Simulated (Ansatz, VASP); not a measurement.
**MoS2 in VASP and in Ansatz**

```xyz
3
Lattice="1.5985 0.9229 6.6803 -1.5985 0.9229 6.6803 0.0000 -1.8458 6.6803" Properties=species:S:1:pos:R:3 pbc="T T T"
Mo    0.0000    0.0000    0.0000
S     0.0000    0.0000   14.9379
S     0.0000    0.0000    5.1031
```

Alike in both runs: functional PBE; k mesh 6 × 6 × 6; occupations gaussian, width 0.1 eV; collinear spin.

Ansatz relaxed the structure, and its values are those at the end. VASP's run is a single point on that final structure, the one shown.

|  | VASP | Ansatz |
| --- | --- | --- |
| version | VASP 6.6.1 | Ansatz 0.2.0 |
| potentials or method | VASP PAW PBE potentials, release 64 (Mo_sv, S), cutoff 520 eV | scalar-relativistic, plane waves, PAW |
| valence electrons in the cell | 26 | 26 |

```csv
,VASP,Ansatz,Ansatz less VASP
gap on the k mesh at the Fermi level (eV),none,none,-
pressure (GPa),0.1,0.2,+0.10
rms of the force components (eV/Å),0.005,0.010,+0.0047
net moment per atom (μB),0.00,0.00,0.000
```

A gap of «none» marks a metal or a gap that the smearing closes. Ansatz's warnings: seeded moment not kept.

The k mesh is coarse, so the values compare programs but aren't converged.
